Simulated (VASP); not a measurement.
# B (Amm2) in VASP: further runs, part 2 of 2

VASP 6.6.1. Earlier steps stand in the parts before.

**3. Relaxation of cell and atoms, PBE**

Input file INCAR:

```
SYSTEM = B
  PREC = Accurate
  ENCUT = 600
  EDIFF = 1E-7
  ISMEAR = 0
  SIGMA = 0.1
  LREAL = .False.
  LASPH = .True.
  NELM = 60
  ALGO = Normal
  ISIF = 3
  LWAVE = .False.
  LCHARG = .False.
  GGA = PE
  IBRION = 2
  NSW = 90
  EDIFFG = -0.04
```

Input file KPOINTS:

```
regular mesh
0
Gamma
  4 6 6
  0 0 0
```

Input file POSCAR:

```
B
1.0
    4.8313613600      0.0000000000      0.0000000000
    0.0000000000      3.2439695200      2.2407516600
    0.0000000000     -3.2439695200      2.2407516600
B
8
Direct
    0.2189772600      0.5102386100      0.0168337300
    0.7810227400      0.0168337300      0.5102386100
    0.2189772600      0.0168337300      0.5102386100
    0.7810227400      0.5102386100      0.0168337300
    0.0000000000      0.8382801300      0.1856857600
    0.0000000000      0.1856857600      0.8382801300
    0.5000000000      0.2063646400      0.4541022300
    0.5000000000      0.4541022300      0.2063646400
```

Potentials or basis: VASP PAW PBE potentials, release 64 (B).

On the command line:

```bash
> cat potpaw_PBE.64/B/POTCAR > POTCAR
> mpirun -np 1 vasp_std > vasp.out
```

OUTCAR:

```text
SYSTEM = B
   PREC = Accurate
   ENCUT = 600
   EDIFF = 1E-7
   ISMEAR = 0
   LREAL = .False.
   LASPH = .True.
   NELM = 60
   ISIF = 3
   GGA = PE
   IBRION = 2
   NSW = 90
   EDIFFG = -0.04

 ion  position               nearest neighbor table
   1  0.219  0.510  0.017-   8 1.60   6 1.62   5 1.62   4 2.12
   2  0.781  0.017  0.510-   7 1.60   5 1.62   6 1.62   3 2.12
   3  0.219  0.017  0.510-   7 1.60   5 1.62   6 1.62   2 2.12
   4  0.781  0.510  0.017-   8 1.60   6 1.62   5 1.62   1 2.12
   5  0.000  0.838  0.186-   2 1.62   3 1.62   1 1.62   4 1.62
   6  0.000  0.186  0.838-   1 1.62   4 1.62   3 1.62   2 1.62
   7  0.500  0.206  0.454-   2 1.60   3 1.60   8 1.61
   8  0.500  0.454  0.206-   1 1.60   4 1.60   7 1.61

  LATTYP: Found a base centered orthorhombic cell.
 ALAT       =     4.4815033200
 B/A-ratio  =     1.4477148797
 C/A-ratio  =     1.0780671161

  Lattice vectors:

 A1 = (   0.0000000000,   3.2439695200,   2.2407516600)
 A2 = (   0.0000000000,  -3.2439695200,   2.2407516600)
 A3 = (   4.8313613600,   0.0000000000,   0.0000000000)

Analysis of symmetry for initial positions (statically):
=====================================================================
 Subroutine PRICEL returns:
 Original cell was already a primitive cell.

 Routine SETGRP: Setting up the symmetry group for a
 base centered orthorhombic supercell.

 Subroutine GETGRP returns: Found  4 space group operations
 (whereof  4 operations were pure point group operations)
 out of a pool of  8 trial point group operations.

The static configuration has the point symmetry C_2v.

Analysis of symmetry for dynamics (positions and initial velocities):
=====================================================================
 Subroutine PRICEL returns:
 Original cell was already a primitive cell.

 Routine SETGRP: Setting up the symmetry group for a
 base centered orthorhombic supercell.

 Subroutine GETGRP returns: Found  4 space group operations
 (whereof  4 operations were pure point group operations)
 out of a pool of  8 trial point group operations.

The dynamic configuration has the point symmetry C_2v.

 Subroutine INISYM returns: Found  4 space group operations
[... 150 lines left out ...]

 number of electron      23.9999999 magnetization

 Free energy of the ion-electron system (eV)
  ---------------------------------------------------
  ext. energy  EPLUGINS =         0.00000000
  ---------------------------------------------------
  free energy    TOTEN  =       -44.71951720 eV

  energy without entropy =      -44.70623391  energy(sigma->0) =      -44.71287556

------------------------ aborting loop because EDIFF is reached ----------------------------------------

  FORCE on cell =-STRESS in cart. coord.  units (eV):
  Direction    XX          YY          ZZ          XY          YZ          ZX
  --------------------------------------------------------------------------------------
  -------------------------------------------------------------------------------------
  Total       12.9756235      8.6474745      6.5356102      0.0000000      0.0000000      0.0000000
  in kB      295.9843906    197.2558372    149.0825155      0.0000000      0.0000000      0.0000000
  external PRESSURE =     214.1075811 kB  Pullay stress =       0.0000000 kB
[... 29 lines left out ...]
--------------------------------------- Ionic step        2  -------------------------------------------

 number of electron      24.0000000 magnetization

 E-fermi :   2.8810     XC(G=0):  -9.9745

 val. band max:        2.8393618207   @ k =   0.5000  -0.3333   0.1667
 cond. band min:       2.9016738761   @ k =   0.5000   0.5000   0.1667
 fundamental gap:      0.0623120555
 Fermi energy:         2.8809605587

 k-point     1 :       0.0000    0.0000    0.0000
  band No.  band energies     occupation
      1      -9.9250      2.00000
      2      -5.8386      2.00000
      3      -5.3038      2.00000
      4      -3.7459      2.00000
      5      -3.5751      2.00000
      6      -1.3460      2.00000
[... 548 lines left out ...]
  FREE ENERGIE OF THE ION-ELECTRON SYSTEM (eV)
  ---------------------------------------------------
  free  energy   TOTEN  =       -46.0556336013 eV

  energy  without entropy=      -46.0399581503  energy(sigma->0) =      -46.04779588

[... ionic steps 4 to 31 ...]

--------------------------------------- Ionic step       32  -------------------------------------------

 number of electron      24.0000000 magnetization

------------------------ aborting loop because EDIFF is reached ----------------------------------------
[... 79 lines left out ...]
--------------------------------------- Ionic step       34  -------------------------------------------

 number of electron      24.0000000 magnetization

 Free energy of the ion-electron system (eV)
  ---------------------------------------------------
  ext. energy  EPLUGINS =         0.00000000
  ---------------------------------------------------
  free energy    TOTEN  =       -51.85457943 eV

  energy without entropy =      -51.84653101  energy(sigma->0) =      -51.85055522

 E-fermi :   4.9264     XC(G=0): -11.4405

 val. band max:        4.8722974412   @ k =   0.2500   0.1667  -0.0000
 cond. band min:       4.9455802383   @ k =   0.0000   0.3333   0.1667
 fundamental gap:      0.0732827970
 Fermi energy:         4.9263579976

 k-point     1 :       0.0000    0.0000    0.0000
  band No.  band energies     occupation
      1     -10.1836      2.00000
      2      -3.6652      2.00000
      3      -3.5915      2.00000
      4      -2.4008      2.00000
      5      -1.4029      2.00000
      6      -0.7815      2.00000
[... 506 lines left out ...]
  FREE ENERGIE OF THE ION-ELECTRON SYSTEM (eV)
  ---------------------------------------------------
  free  energy   TOTEN  =       -51.8545794303 eV

  energy  without entropy=      -51.8465310067  energy(sigma->0) =      -51.85055522

 reached required accuracy - stopping structural energy minimisation
```

OSZICAR:

```text
N       E                     dE             d eps       ncg     rms          rms(c)
DAV:   1     0.684531922104E+02    0.68453E+02   -0.12252E+04  1326   0.141E+03
[... 344 lines left out ...]
       N       E                     dE             d eps       ncg     rms          rms(c)
DAV:   1    -0.518550048295E+02   -0.21418E-02   -0.20712E-01  1345   0.332E+00    0.127E-01
DAV:   2    -0.518546800215E+02    0.32481E-03   -0.39349E-03  1921   0.472E-01    0.661E-02
DAV:   3    -0.518545796431E+02    0.10038E-03   -0.53902E-04  1626   0.146E-01    0.194E-02
DAV:   4    -0.518545794536E+02    0.18945E-06   -0.73301E-05  1717   0.569E-02    0.100E-02
DAV:   5    -0.518545794260E+02    0.27558E-07   -0.57973E-06  1744   0.168E-02    0.185E-03
DAV:   6    -0.518545794303E+02   -0.42799E-08   -0.89438E-07  1729   0.653E-03
  34 F= -.51854579E+02 E0= -.51850555E+02  d E =-.171643E-02
```

Wall time 15 min (1 thread of Intel Xeon Platinum 8259CL at 2.50GHz (Skylake/Cascade Lake), shared host); peak memory 0.2 GiB.

What came out:

```yaml
Free_energy: -51.8546 eV
Relaxed_volume: 7.46 Å³/atom
Relaxed_cell: a = 3.843 Å, b = 4.429 Å, c = 4.429 Å, α = 127.62°, β = 90.00°, γ = 90.00°
Space_group_after_relaxing_to_0.05_Å: Fmmm (No. 69)
Energy_gained_by_relaxing: 891.9 meV/atom
Ionic_steps: 34
Pressure_after_relaxing: -0.1 GPa
Largest_force_after_relaxing: 0.027 eV/Å
Band_gap_on_the_k_mesh: zero (band 12 reaches 6.14 eV, above the bottom of band 13 at 4.32 eV)
```

Forces in eV/Å, atoms in the order of the input:
```
B   -0.004  0.004  0.007
B    0.004 -0.004  0.007
B   -0.004 -0.004  0.007
B    0.004  0.004  0.007
B    0.000 -0.025 -0.001
B    0.000  0.025 -0.001
B    0.000  0.024 -0.014
B    0.000 -0.024 -0.014
```

Stress tensor (GPa, compression positive):
```
-0.14  0.00  0.00
 0.00 -0.08  0.00
 0.00  0.00 -0.20
```

Step by step:
| step | energy change (eV) | largest force (eV/Å) | pressure (GPa) | volume (Å³) |
| --- | --- | --- | --- | --- |
| 1 | 0.0000 | 3.8447 | 21.41 | 70.24 |
| 2 | -1.2948 | 1.4561 | -13.32 | 82.82 |
| 3 | -1.3361 | 1.8741 | -9.45 | 80.73 |
| 4 | -2.2364 | 0.9363 | -9.99 | 78.86 |
| 5 | -2.3518 | 2.1919 | -9.12 | 77.95 |
| 6 | -3.0117 | 2.1301 | -1.81 | 73.05 |
| 7 | -3.2205 | 2.1460 | 6.99 | 68.87 |
| 8 | -3.6568 | 2.6910 | 4.27 | 69.11 |
| 9 | -3.6581 | 2.5166 | 4.30 | 69.10 |
| 10 | -4.2239 | 1.7090 | -4.15 | 70.42 |
| 11 | -4.6115 | 1.1204 | -13.15 | 71.92 |
| 12 | -4.6333 | 0.9810 | -16.07 | 72.45 |
| 13 | -5.0722 | 1.7578 | -13.29 | 68.71 |
| 14 | -5.0905 | 2.1874 | -12.52 | 68.00 |
| 15 | -5.6855 | 1.1102 | -1.35 | 63.01 |
| 16 | -5.7769 | 1.4032 | 6.87 | 60.40 |
| 17 | -6.2426 | 1.3254 | 8.14 | 59.11 |
| 18 | -5.6795 | 5.4950 | 28.72 | 55.18 |
| 19 | -6.4936 | 1.3166 | 10.10 | 58.20 |
| 20 | -6.5679 | 2.4383 | 16.02 | 56.70 |
| 21 | -6.6163 | 1.7657 | 12.91 | 57.34 |
| 22 | -6.9546 | 1.0549 | 3.52 | 59.21 |
| 23 | -6.9569 | 1.0644 | 2.90 | 59.37 |
| 24 | -7.0744 | 0.5772 | -1.30 | 60.11 |
| 25 | -7.0817 | 0.6774 | -2.46 | 60.33 |
| 26 | -7.1153 | 0.1677 | -1.26 | 59.92 |
| 27 | -7.1158 | 0.2013 | -1.06 | 59.86 |
| 28 | -7.1228 | 0.1164 | 0.36 | 59.52 |
| 29 | -7.1236 | 0.1116 | 1.03 | 59.37 |
| 30 | -7.1276 | 0.1093 | 0.59 | 59.51 |
| 31 | -7.1305 | 0.2044 | -0.25 | 59.79 |
| 32 | -7.1331 | 0.0793 | -0.57 | 59.85 |
| 33 | -7.1333 | 0.1374 | -0.68 | 59.87 |
| 34 | -7.1351 | 0.0273 | -0.14 | 59.71 |

Final structure:
```xyz
8
Lattice="3.8429 0.0000 0.0000 0.0000 3.9745 1.9547 0.0000 -3.9745 1.9547" Properties=species:S:1:pos:R:3 pbc="T T T"
B     0.9608   -1.9886    2.8039
B     2.8821    1.9886    2.8039
B     0.9608    1.9886    2.8039
B     2.8821   -1.9886    2.8039
B     3.8429    3.1391    1.8253
B     3.8429   -3.1391    1.8253
B     1.9215   -0.8363    1.8294
B     1.9215    0.8363    1.8294
```
